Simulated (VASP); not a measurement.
# PtSe (Fm-3m) in VASP: single point with r2SCAN+U

Aim: the single point of PtSe with r2SCAN+U.

Everything below comes from runs of VASP 6.6.1. Logs are shortened: lines on timing, memory, paths and dates and some standing lists are left out, and cuts for length are marked.

### 1 The cell of the first run

Symmetry: Fm-3m, No. 225, cubic system. Conventional cell: a = 5.597 Å, b = 5.597 Å, c = 5.597 Å, α = 90.00°, β = 90.00°, γ = 90.00°. Within 3.7 Å of Pt (site symmetry m-3m) lie 6 Se at 2.80 Å. Within 3.7 Å of Se (site symmetry m-3m) lie 6 Pt at 2.80 Å.

### 2 Single point, r2SCAN+U, collinear spin, ferromagnetic start

File POSCAR:

```
PtSe
1.0
    0.0000000000      2.7984111300      2.7984111300
    2.7984111300      0.0000000000      2.7984111300
    2.7984111300      2.7984111300      0.0000000000
Pt Se
1 1
Direct
    0.5000000000      0.5000000000      0.5000000000
    0.0000000000      0.0000000000      0.0000000000
```

File INCAR.step1:

```
SYSTEM = PtSe
  PREC = Accurate
  ENCUT = 520
  ISMEAR = 0
  SIGMA = 0.05
  LREAL = .FALSE.
  LASPH = .TRUE.
  NELM = 150
  ISPIN = 2
  MAGMOM = 2 0
  LMAXMIX = 4
  LDAU = .TRUE.
  LDAUTYPE = 1
  LDAUL = 2 -1
  LDAUU = 4 0
  LDAUJ = 0.5 0
  NBANDS = 19
  GGA = PE
  ALGO = Normal
  EDIFF = 1E-4
  LWAVE = .TRUE.
  LCHARG = .FALSE.
```

File INCAR.step2:

```
SYSTEM = PtSe
  PREC = Accurate
  ENCUT = 520
  EDIFF = 1E-6
  ISMEAR = 0
  SIGMA = 0.05
  LREAL = .FALSE.
  LASPH = .TRUE.
  NELM = 150
  ALGO = Normal
  ISIF = 2
  LWAVE = .FALSE.
  LCHARG = .TRUE.
  ISPIN = 2
  MAGMOM = 2 0
  LORBIT = 11
  LMAXMIX = 4
  LDAU = .TRUE.
  LDAUTYPE = 1
  LDAUL = 2 -1
  LDAUU = 4 0
  LDAUJ = 0.5 0
  LDAUPRINT = 1
  METAGGA = R2SCAN
  LMIXTAU = .TRUE.
  LELF = .TRUE.
  LVHAR = .TRUE.
  NBANDS = 19
  ISTART = 1
```

File KPOINTS:

```
Automatic mesh
0
G
  6 6 6
  0 0 0
```

Potentials or basis: VASP PAW PBE potentials, release 64 (Pt, Se).

Run with:

```console
$ cat potpaw_PBE.64/Pt/POTCAR potpaw_PBE.64/Se/POTCAR > POTCAR
$ cp INCAR.step1 INCAR
$ mpirun -np 1 vasp_std > vasp.out
$ cp INCAR.step2 INCAR
$ mpirun -np 1 vasp_std > vasp.out
```

OUTCAR:

```text
SYSTEM = PtSe
   PREC = Accurate
   ENCUT = 520
   EDIFF = 1E-6
   ISMEAR = 0
   LREAL = .FALSE.
   LASPH = .TRUE.
   NELM = 150
   ISIF = 2
   ISPIN = 2
   LORBIT = 11
   METAGGA = R2SCAN
   ISTART = 1

 ion  position               nearest neighbor table
   1  0.500  0.500  0.500-   2 2.80   2 2.80   2 2.80   2 2.80   2 2.80   2 2.80
   2  0.000  0.000  0.000-   1 2.80   1 2.80   1 2.80   1 2.80   1 2.80   1 2.80

  LATTYP: Found a face centered cubic cell.
 ALAT       =     5.5968222600

  Lattice vectors:

 A1 = (   0.0000000000,   2.7984111300,   2.7984111300)
 A2 = (   2.7984111300,   0.0000000000,   2.7984111300)
 A3 = (   2.7984111300,   2.7984111300,   0.0000000000)

Analysis of symmetry for initial positions (statically):
=====================================================================
 Subroutine PRICEL returns:
 Original cell was already a primitive cell.

 Routine SETGRP: Setting up the symmetry group for a
 face centered cubic supercell.

 Subroutine GETGRP returns: Found 48 space group operations
 (whereof 48 operations were pure point group operations)
 out of a pool of 48 trial point group operations.

The static configuration has the point symmetry O_h .

Analysis of symmetry for dynamics (positions and initial velocities):
=====================================================================
 Subroutine PRICEL returns:
 Original cell was already a primitive cell.

 Routine SETGRP: Setting up the symmetry group for a
 face centered cubic supercell.

 Subroutine GETGRP returns: Found 48 space group operations
 (whereof 48 operations were pure point group operations)
 out of a pool of 48 trial point group operations.

The dynamic configuration has the point symmetry O_h .

Analysis of structural, dynamic, and magnetic symmetry:
=====================================================================
 Subroutine PRICEL returns:
 Original cell was already a primitive cell.

 Routine SETGRP: Setting up the symmetry group for a
 face centered cubic supercell.

 Subroutine GETGRP returns: Found 48 space group operations
 (whereof 48 operations were pure point group operations)
 out of a pool of 48 trial point group operations.

The overall configuration has the point symmetry O_h .

 Subroutine INISYM returns: Found 48 space group operations
 (whereof 48 operations are pure point group operations),
 and found     1 'primitive' translations

----------------------------------------------------------------------------------------

                                     Primitive cell

  volume of cell :      43.8293

  direct lattice vectors                    reciprocal lattice vectors
     0.000000000  2.798411130  2.798411130    -0.178672817  0.178672817  0.178672817
     2.798411130  0.000000000  2.798411130     0.178672817 -0.178672817  0.178672817
     2.798411130  2.798411130  0.000000000     0.178672817  0.178672817 -0.178672817

  length of vectors
     3.957550973  3.957550973  3.957550973     0.309470397  0.309470397  0.309470397

  position of ions in fractional coordinates (direct lattice)
     0.500000000  0.500000000  0.500000000
     0.000000000  0.000000000  0.000000000

  ion indices of the primitive-cell ions
   primitive index   ion index
                 1           1
                 2           2

----------------------------------------------------------------------------------------

 KPOINTS: Automatic mesh

Automatic generation of k-mesh.
 Grid dimensions read from file:
 generate k-points for:    6    6    6

 Generating k-lattice:

  Cartesian coordinates                     Fractional coordinates (reciprocal lattice)
    -0.029778803  0.029778803  0.029778803     0.166666667  0.000000000  0.000000000
[... 66 lines left out ...]
   EFERMI_NEDOS =   21; number of points for ismear=-14 and -15
   IALGO  =     38    algorithm
   IMIX   =      4    mixing-type and parameters
     AMIX     =   0.40;   BMIX     =  1.00
     AMIX_MAG =   1.60;   BMIX_MAG =  1.00
  volume/ion in A,a.u.               =      21.91       147.89
  Fermi-wavevector in a.u.,A,eV,Ry     =   1.170020  2.211017 18.625654  1.368947
  Thomas-Fermi vector in A             =   2.306485
   LORBIT       =     11    0 simple, 1 ext, 2 COOP (PROOUT), +10 PAW based schemes
 LDA+U is selected, type is set to LDAUTYPE =  1
   angular momentum for each species LDAUL =     2   -1
   U (eV)           for each species LDAUU =   4.0  0.0
   J (eV)           for each species LDAUJ =   0.5  0.0
   METAGGA = R2SCAN    functional components
   LHFCALC =     F    Hartree Fock is set to
   AEXX    =    0.0000 exact exchange contribution
   IVDW    =     0    specifies the selected vdW correction
   LEPSILON=     F    determine dielectric tensor
   LRPA    =     F    only Hartree local field effects (RPA)
 spin polarized calculation
 Gauss-broadening in eV      SIGMA  =   0.05
  energy-cutoff  :      520.00
  volume of cell :       43.83
 maximum number of plane-waves:      1243
 NGX is ok and might be reduce to    30
   NGX = 15   NGY = 15   NGZ = 15

atom =   1  type =  1  l = 2

 onsite density matrix

spin component  1

  0.9227  0.0000 -0.0000 -0.0000 -0.0000
  0.0000  0.9227 -0.0000  0.0000 -0.0000
 -0.0000 -0.0000  0.7761 -0.0000 -0.0000
 -0.0000  0.0000 -0.0000  0.9227 -0.0000
 -0.0000 -0.0000 -0.0000 -0.0000  0.7761

spin component  2

  0.9163  0.0000 -0.0000 -0.0000 -0.0000
  0.0000  0.9163 -0.0000  0.0000 -0.0000
 -0.0000 -0.0000  0.6699 -0.0000 -0.0000
 -0.0000  0.0000 -0.0000  0.9163 -0.0000
 -0.0000 -0.0000 -0.0000 -0.0000  0.6699

 occupancies and eigenvectors

  o =  0.6699  v =  0.0000  0.0000  0.0000  0.0000  0.0000  0.0000 -0.0000  0.0062 -0.0000  1.0000      0.0000  0.0000  0.0000  0.0000  0.0000  0.0000  0.0000  0.0000  0.0000  0.0000
  o =  0.6699  v =  0.0000  0.0000  0.0000  0.0000  0.0000  0.0000 -0.0000  1.0000  0.0000 -0.0062      0.0000  0.0000  0.0000  0.0000  0.0000  0.0000  0.0000  0.0000  0.0000  0.0000
  o =  0.7761  v =  0.0000  0.0000  1.0000  0.0000  0.0019  0.0000  0.0000  0.0000  0.0000  0.0000      0.0000  0.0000  0.0000  0.0000  0.0000  0.0000  0.0000  0.0000  0.0000  0.0000
  o =  0.7761  v =  0.0000 -0.0000 -0.0019 -0.0000  1.0000  0.0000  0.0000  0.0000  0.0000  0.0000      0.0000  0.0000  0.0000  0.0000  0.0000  0.0000  0.0000  0.0000  0.0000  0.0000
  o =  0.9163  v =  0.0000  0.0000  0.0000  0.0000  0.0000  0.0000  0.5066  0.0000  0.8622  0.0000      0.0000  0.0000  0.0000  0.0000  0.0000  0.0000  0.0000  0.0000  0.0000  0.0000
  o =  0.9163  v =  0.0000  0.0000  0.0000  0.0000  0.0000  0.0000 -0.8622 -0.0000  0.5066 -0.0000      0.0000  0.0000  0.0000  0.0000  0.0000  0.0000  0.0000  0.0000  0.0000  0.0000
  o =  0.9163  v =  0.0000  0.0000  0.0000  0.0000  0.0000  1.0000  0.0000  0.0000  0.0000  0.0000      0.0000  0.0000  0.0000  0.0000  0.0000  0.0000  0.0000  0.0000  0.0000  0.0000
  o =  0.9227  v =  1.0000  0.0000  0.0000  0.0000  0.0000  0.0000  0.0000  0.0000  0.0000  0.0000      0.0000  0.0000  0.0000  0.0000  0.0000  0.0000  0.0000  0.0000  0.0000  0.0000
  o =  0.9227  v =  0.0000  0.0576  0.0000 -0.9983 -0.0000  0.0000  0.0000  0.0000  0.0000  0.0000      0.0000  0.0000  0.0000  0.0000  0.0000  0.0000  0.0000  0.0000  0.0000  0.0000
  o =  0.9227  v =  0.0000 -0.9983  0.0000 -0.0576 -0.0000  0.0000  0.0000  0.0000  0.0000  0.0000      0.0000  0.0000  0.0000  0.0000  0.0000  0.0000  0.0000  0.0000  0.0000  0.0000

 number of electron      16.0000000 magnetization       0.3922125

 Free energy of the ion-electron system (eV)
  ---------------------------------------------------
  ext. energy  EPLUGINS =         0.00000000
  ---------------------------------------------------
  free energy    TOTEN  =       -63.07337754 eV

  energy without entropy =      -63.07090289  energy(sigma->0) =      -63.07214022

 E-fermi :   4.6032     XC(G=0): -11.1823

 val. band max:        4.5625778175   @ k =   0.1667   0.0000   0.0000
 cond. band min:       4.7162651312   @ k =   0.3333   0.1667   0.0000
 fundamental gap:      0.1536873137
 Fermi energy:         4.6031825545

 spin component 1

 k-point     1 :       0.0000    0.0000    0.0000
  band No.  band energies     occupation
      1      -9.6713      1.00000
      2       1.5258      1.00000
      3       1.5258      1.00000
      4       1.5258      1.00000
      5       1.8535      1.00000
      6       1.8535      1.00000
[... 328 lines left out ...]
      5       2.3635      1.00000
      6       2.5807      1.00000
[... 11 lines left out ...]
     18      25.1332      0.00000
     19      25.1338      0.00000
 Fermi energy:         4.6031825545

 spin component 2

 k-point     1 :       0.0000    0.0000    0.0000
  band No.  band energies     occupation
      1      -9.5275      1.00000
      2       1.6056      1.00000
      3       1.6056      1.00000
      4       1.6056      1.00000
      5       2.5922      1.00000
      6       2.5923      1.00000
[... 329 lines left out ...]
      6       2.6729      1.00000
[... 11 lines left out ...]
     18      25.2431      0.00000
     19      25.2578      0.00000

------------------------ aborting loop because EDIFF is reached ----------------------------------------

  FORCE on cell =-STRESS in cart. coord.  units (eV):
  Direction    XX          YY          ZZ          XY          YZ          ZX
  --------------------------------------------------------------------------------------
  -------------------------------------------------------------------------------------
  Total       -4.7519733     -4.7519733     -4.7519733     -0.0000000     -0.0000000      0.0000000
  in kB     -173.7080816   -173.7080816   -173.7080816     -0.0000000     -0.0000000      0.0000000
  external PRESSURE =    -173.7080816 kB  Pullay stress =       0.0000000 kB

 VOLUME and BASIS-vectors are now :
 -----------------------------------------------------------------------------
  energy-cutoff  :      520.00
  volume of cell :       43.83
      direct lattice vectors                 reciprocal lattice vectors
     0.000000000  2.798411130  2.798411130    -0.178672817  0.178672817  0.178672817
     2.798411130  0.000000000  2.798411130     0.178672817 -0.178672817  0.178672817
     2.798411130  2.798411130  0.000000000     0.178672817  0.178672817 -0.178672817

 POSITION                                       TOTAL-FORCE (eV/Angst)
 -----------------------------------------------------------------------------------
      2.79841      2.79841      2.79841        -0.000000     -0.000000     -0.000000
      0.00000      0.00000      0.00000         0.000000      0.000000      0.000000
 -----------------------------------------------------------------------------------
    total drift:                                0.000000     -0.000000      0.000000

  FREE ENERGIE OF THE ION-ELECTRON SYSTEM (eV)
  ---------------------------------------------------
  free  energy   TOTEN  =       -63.0733775400 eV

  energy  without entropy=      -63.0709028911  energy(sigma->0) =      -63.07214022

 total charge

# of ion       s       p       d       tot
------------------------------------------
    1        0.488   0.250   8.360   9.098
    2        1.488   2.135   0.052   3.675
--------------------------------------------------
tot          1.975   2.386   8.412  12.773

 magnetization (x)

# of ion       s       p       d       tot
------------------------------------------
    1        0.012   0.014   0.234   0.260
    2        0.004   0.084   0.004   0.092
--------------------------------------------------
tot          0.016   0.098   0.238   0.352
```

Wall time 5.4 min (1 thread of Intel Xeon Platinum 8375C at 2.90GHz (Ice Lake), shared host); peak memory 0.21 GiB.

What came out:

| Item | Value |
| --- | --- |
| Free energy | -63.0734 eV |
| Pressure | -17.4 GPa |
| Net moment | 0.39 μB per cell |
| Site moments | Pt +0.26; Se +0.09 μB |
| Valence electrons inside the program's atomic spheres | Pt 9.10; Se 3.67 |

Eigenvalues of the final occupation matrices:
| site | spin | trace | eigenvalues |
| --- | --- | --- | --- |
| site 1 d | 1 | 4.32 | 0.78 0.78 0.92 0.92 0.92 |
| site 1 d | 2 | 4.09 | 0.67 0.67 0.92 0.92 0.92 |

Caveat: the PAW data sets were made with another functional, which shifts forces and pressure a little; spin-orbit coupling is left out, which moves the levels of the heavy elements. The state reached can hang on the start; a lower one may exist.
